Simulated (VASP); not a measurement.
# BAs (F-43m) in VASP: relaxation of cell and atoms with PBE+D3(BJ)

Aim: the relaxation of cell and atoms of BAs with PBE+D3(BJ).

All numbers are computed with VASP 6.6.1; they aren't measurements. Logs are shortened: lines on timing, memory, paths and dates and some standing lists are left out, and cuts for length are marked.

### Step 1. The cell of the first run

Symmetry: F-43m, No. 216, cubic system. The conventional cell has a = 4.777 Å, b = 4.777 Å, c = 4.777 Å, α = 90.00°, β = 90.00°, γ = 90.00°. Within 2.7 Å of B (site symmetry -43m) lie 4 As at 2.07 Å. Within 2.7 Å of As (site symmetry -43m) lie 4 B at 2.07 Å.

### Step 2. Relaxation of cell and atoms, PBE+D3(BJ), target pressure 19.4 GPa, at which the enthalpy is minimised

INCAR

```
PREC = Accurate ; ENCUT = 500
EDIFF = 1E-7 ; ISMEAR = 0
SIGMA = 0.02 ; LREAL = F
LASPH = T ; NELM = 120
ALGO = Normal ; ISIF = 3
LWAVE = F ; LCHARG = F
GGA = PE ; IVDW = 12
IBRION = 2 ; NSW = 100
EDIFFG = -0.002 ; PSTRESS = 194.0
GGA_COMPAT = F ; NELMIN = 4
```

KPOINTS

```
regular mesh
0
Gamma
  10 10 10
```

POSCAR

```
BAs
1.0
    0.0000000000      2.3885000000      2.3885000000
    2.3885000000      0.0000000000      2.3885000000
    2.3885000000      2.3885000000      0.0000000000
B As
1 1
Direct
    0.0000000000      0.0000000000      0.0000000000
    0.2500000000      0.2500000000      0.2500000000
```

Potentials or basis: VASP PAW PBE potentials, release 64 (B, As).

The run is started by

```console
> cat potpaw_PBE.64/B/POTCAR potpaw_PBE.64/As/POTCAR > POTCAR
> mpirun -np 1 vasp_std > vasp.out
```

OUTCAR:

```text
PREC = Accurate
   ENCUT = 500
   EDIFF = 1E-7
   ISMEAR = 0
   LREAL = F
   LASPH = T
   NELM = 120
   ISIF = 3
   GGA = PE
   IVDW = 12
   IBRION = 2
   NSW = 100
   EDIFFG = -0.002
   PSTRESS = 194.0
   NELMIN = 4
 IVDW          = 12

 ion  position               nearest neighbor table
   1  0.000  0.000  0.000-   2 2.07   2 2.07   2 2.07   2 2.07
   2  0.250  0.250  0.250-   1 2.07   1 2.07   1 2.07   1 2.07

  LATTYP: Found a face centered cubic cell.
 ALAT       =     4.7770000000

  Lattice vectors:

 A1 = (   0.0000000000,   2.3885000000,   2.3885000000)
 A2 = (   2.3885000000,   0.0000000000,   2.3885000000)
 A3 = (   2.3885000000,   2.3885000000,   0.0000000000)

Analysis of symmetry for initial positions (statically):
=====================================================================
 Subroutine PRICEL returns:
 Original cell was already a primitive cell.

 Routine SETGRP: Setting up the symmetry group for a
 face centered cubic supercell.

 Subroutine GETGRP returns: Found 24 space group operations
 (whereof 24 operations were pure point group operations)
 out of a pool of 48 trial point group operations.

The static configuration has the point symmetry T_d .

Analysis of symmetry for dynamics (positions and initial velocities):
=====================================================================
 Subroutine PRICEL returns:
 Original cell was already a primitive cell.

 Routine SETGRP: Setting up the symmetry group for a
 face centered cubic supercell.

 Subroutine GETGRP returns: Found 24 space group operations
 (whereof 24 operations were pure point group operations)
 out of a pool of 48 trial point group operations.

The dynamic configuration has the point symmetry T_d .

 Subroutine INISYM returns: Found 24 space group operations
 (whereof 24 operations are pure point group operations),
 and found     1 'primitive' translations

----------------------------------------------------------------------------------------

                                     Primitive cell

  volume of cell :      27.2525

  direct lattice vectors                    reciprocal lattice vectors
     0.000000000  2.388500000  2.388500000    -0.209336404  0.209336404  0.209336404
     2.388500000  0.000000000  2.388500000     0.209336404 -0.209336404  0.209336404
     2.388500000  2.388500000  0.000000000     0.209336404  0.209336404 -0.209336404

  length of vectors
     3.377849094  3.377849094  3.377849094     0.362581287  0.362581287  0.362581287

  position of ions in fractional coordinates (direct lattice)
     0.000000000  0.000000000  0.000000000
     0.250000000  0.250000000  0.250000000

  ion indices of the primitive-cell ions
   primitive index   ion index
                 1           1
                 2           2

----------------------------------------------------------------------------------------

 KPOINTS: regular mesh

Automatic generation of k-mesh.
 Grid dimensions read from file:
 generate k-points for:   10   10   10

 Generating k-lattice:

  Cartesian coordinates                     Fractional coordinates (reciprocal lattice)
    -0.020933640  0.020933640  0.020933640     0.100000000  0.000000000  0.000000000
     0.020933640 -0.020933640  0.020933640     0.000000000  0.100000000  0.000000000
     0.020933640  0.020933640 -0.020933640     0.000000000  0.000000000  0.100000000

  Length of vectors
     0.036258129  0.036258129  0.036258129

  Shift w.r.t. Gamma in fractional coordinates (k-lattice)
     0.000000000  0.000000000  0.000000000

 Subroutine IBZKPT returns following result:
 ===========================================

 Found     47 irreducible k-points:

 Following reciprocal coordinates:
            Coordinates               Weight
  0.000000  0.000000  0.000000      1.000000
  0.100000  0.000000  0.000000      8.000000
  0.200000  0.000000  0.000000      8.000000
  0.300000  0.000000  0.000000      8.000000
  0.400000  0.000000  0.000000      8.000000
  0.500000  0.000000  0.000000      4.000000
[... 16 lines left out ...]
  0.300000  0.300000  0.000000      6.000000
  0.400000  0.300000  0.000000     24.000000
 [... further k-points ...]
   k-points           NKPTS =     47   k-points in BZ     NKDIM =     47   number of bands    NBANDS=      8
   number of dos      NEDOS =    301   number of ions     NIONS =      2
   total plane-waves  NPLWV =  21952
   dimension x,y,z NGX =    28 NGY =   28 NGZ =   28
   dimension x,y,z NGXF=    56 NGYF=   56 NGZF=   56
   ions per type =               1   1
   NGX,Y,Z   is equivalent  to a cutoff of  13.78, 13.78, 13.78 a.u.
   NGXF,Y,Z  is equivalent  to a cutoff of  27.56, 27.56, 27.56 a.u.
 SYSTEM =  unknown system
   PREC   = accura    normal or accurate (medium, high low for compatibility)
   ISTART =      0    job   : 0-new  1-cont  2-samecut
   ICHARG =      2    charge: 1-file 2-atom 10-const
   ISPIN  =      1    spin polarized calculation?
   LNONCOLLINEAR =      F non collinear calculations
   LSORBIT =      F    spin-orbit coupling
   LASPH  =      T    aspherical Exc in radial PAW
   ENCUT  =  500.0 eV  36.75 Ry    6.06 a.u.   6.16  6.16  6.16*2*pi/ulx,y,z
   NELM   =    120;   NELMIN=  4; NELMDL= -5     # of ELM steps
   EDIFF  = 0.1E-06   stopping-criterion for ELM
   LREAL  =      F    real-space projection
   EDIFFG = -.2E-02   stopping-criterion for IOM
   NSW    =    100    number of steps for IOM
   IBRION =      2    ionic relax: 0-MD 1-quasi-New 2-CG
   NFREE  =      1    steps in history (QN), initial steepest desc. (CG)
   ISIF   =      3    stress and relaxation
   ISYM   =      2    0-nonsym 1-usesym 2-fastsym
   POTIM  = 0.5000    time-step for ionic-motion
   TEBEG  =    0.0;   TEEND  =   0.0 temperature during run
   PSTRESS=  194.0 pullay stress
   NELECT =       8.0000    total number of electrons
   NUPDOWN=      -1.0000    fix difference up-down
   EMIN   =  10.00;   EMAX   =-10.00  energy-range for DOS
   EFERMI =   0.00;   METHOD = LEGACY
   ISMEAR =     0;   SIGMA  =   0.02  broadening in eV -4-tet -1-fermi 0-gaus
   EFERMI_NEDOS =   21; number of points for ismear=-14 and -15
   IALGO  =     38    algorithm
   IMIX   =      4    mixing-type and parameters
     AMIX     =   0.40;   BMIX     =  1.00
     AMIX_MAG =   1.60;   BMIX_MAG =  1.00
  volume/ion in A,a.u.               =      13.63        91.95
  Fermi-wavevector in a.u.,A,eV,Ry     =   1.088018  2.056057 16.106360  1.183784
  Thomas-Fermi vector in A             =   2.224191
   LORBIT       =      0    0 simple, 1 ext, 2 COOP (PROOUT), +10 PAW based schemes
   GGA     = PE    functional components
   LHFCALC =     F    Hartree Fock is set to
   AEXX    =    0.0000 exact exchange contribution
   IVDW    =    12    specifies the selected vdW correction
   LEPSILON=     F    determine dielectric tensor
   LRPA    =     F    only Hartree local field effects (RPA)
 conjugate gradient relaxation of ions
 non-spin polarized calculation
 Gauss-broadening in eV      SIGMA  =   0.02
  energy-cutoff  :      500.00
  volume of cell :       27.25
 maximum number of plane-waves:       701
 NGX is ok and might be reduce to    28
   NGX = 13   NGY = 13   NGZ = 13

--------------------------------------- Ionic step        1  -------------------------------------------

 number of electron       8.0000000 magnetization

 Free energy of the ion-electron system (eV)
  ---------------------------------------------------
  ext. energy  EPLUGINS =         0.00000000
  ---------------------------------------------------
  free energy    TOTEN  =       -11.40613036 eV

  energy without entropy =      -11.40613036  energy(sigma->0) =      -11.40613036

------------------------ aborting loop because EDIFF is reached ----------------------------------------

 Edisp (eV)   -0.65980

 E8    (eV) :    -0.2623

  FORCE on cell =-STRESS in cart. coord.  units (eV):
  Direction    XX          YY          ZZ          XY          YZ          ZX
  --------------------------------------------------------------------------------------
  -------------------------------------------------------------------------------------
  Total      -0.07448    -0.07448    -0.07448    -0.00000    -0.00000    -0.00000
  in kB      -4.37886    -4.37886    -4.37886    -0.00000    -0.00000    -0.00000
  external pressure =     -198.38 kB  Pullay stress =      194.00 kB
[... 233 lines left out ...]
  enthalpy is  TOTEN    =        -8.9643578714 eV   P V=        2.9509883011

--------------------------------------- Ionic step        7  -------------------------------------------

 number of electron       8.0000000 magnetization

 Free energy of the ion-electron system (eV)
  ---------------------------------------------------
  ext. energy  EPLUGINS =         0.00000000
  ---------------------------------------------------
  free energy    TOTEN  =       -11.16979047 eV

  energy without entropy =      -11.16979047  energy(sigma->0) =      -11.16979047

 E-fermi :   7.5707     XC(G=0): -11.0843

 val. band max:        7.4445552803   @ k =   0.0000   0.0000   0.0000
 cond. band min:       8.4964378692   @ k =   0.4000   0.4000   0.0000
 fundamental gap:      1.0518825890
 Fermi energy:         7.5706900509

 k-point     1 :       0.0000    0.0000    0.0000
  band No.  band energies     occupation
      1      -9.0497      2.00000
      2       7.4446      2.00000
      3       7.4446      2.00000
      4       7.4446      2.00000
      5      10.8758      0.00000
      6      10.8758      0.00000
      7      10.8758      0.00000
      8      13.6195      0.00000
[... 243 lines left out ...]
 k-point    24 :       0.4000    0.3000    0.0000
  band No.  band energies     occupation
      1      -6.0875      2.00000
      2       0.6680      2.00000
      3       2.9751      2.00000
      4       3.5271      2.00000
      5       9.0748      0.00000
      6      10.8510      0.00000
      7      17.1323      0.00000
      8      17.2795      0.00000

 [... further k-points ...]

------------------------ aborting loop because EDIFF is reached ----------------------------------------

 Edisp (eV)   -0.73942

 E8    (eV) :    -0.2934

  FORCE on cell =-STRESS in cart. coord.  units (eV):
  Direction    XX          YY          ZZ          XY          YZ          ZX
  --------------------------------------------------------------------------------------
  -------------------------------------------------------------------------------------
  Total       2.94715     2.94715     2.94715     0.00000    -0.00000     0.00000
  in kB     194.15587   194.15587   194.15587     0.00000    -0.00000     0.00000
  external pressure =        0.16 kB  Pullay stress =      194.00 kB
[... 17 lines left out ...]
  FREE ENERGIE OF THE ION-ELECTRON SYSTEM (eV)
  ---------------------------------------------------
  free  energy   TOTEN  =       -11.9092081631 eV

  energy  without entropy=      -11.9092081631  energy(sigma->0) =      -11.90920816

  enthalpy is  TOTEN    =        -8.9644284162 eV   P V=        2.9447797470

 reached required accuracy - stopping structural energy minimisation
```

Run time: 1.8 min. Hardware: 1 thread of Intel Xeon 8259CL, shared host; peak memory 0.17 GiB.

What came out:

```
Free energy                                                : -11.9092 eV
Relaxed volume                                             : 12.16 Å³/atom
Relaxed cell                                               : a = 3.252 Å, b = 3.252 Å, c = 3.252 Å, α = 60.00°, β = 60.00°, γ = 60.00°
Space group after relaxing (to 0.1 Å)                      : F-43m (No. 216)
Energy change on relaxing (the run minimises the enthalpy) : +78.4 meV/atom
Ionic steps                                                : 7
Pressure after relaxing                                    : 19.4 GPa
Band gap on the k mesh                                     : 1.05 eV (least direct gap 3.43 eV)
Dispersion energy per atom                                 : -0.370 eV
```

The path:
| step | energy change (eV) | largest force (eV/Å) | pressure (GPa) | volume (Å³) |
| --- | --- | --- | --- | --- |
| 1 | 0.0000 | 0.0000 | -0.44 | 27.25 |
| 2 | 0.8930 | 0.0000 | 58.49 | 21.12 |
| 3 | 0.1459 | 0.0000 | 18.62 | 24.41 |
| 4 | 0.1551 | 0.0000 | 19.30 | 24.33 |
| 5 | 0.1620 | 0.0000 | 19.80 | 24.28 |
| 6 | 0.1506 | 0.0000 | 18.96 | 24.37 |
| 7 | 0.1567 | 0.0000 | 19.42 | 24.32 |

Final structure:
```
CELL_PARAMETERS angstrom
0.00000 2.29956 2.29956
2.29956 0.00000 2.29956
2.29956 2.29956 0.00000
ATOMIC_POSITIONS crystal
B 0.00000 0.00000 0.00000
As 0.25000 0.25000 0.25000
```

Caveat: the cell is relaxed towards a set pressure, so the run minimises the enthalpy, not the energy. A k mesh can miss the band edges.
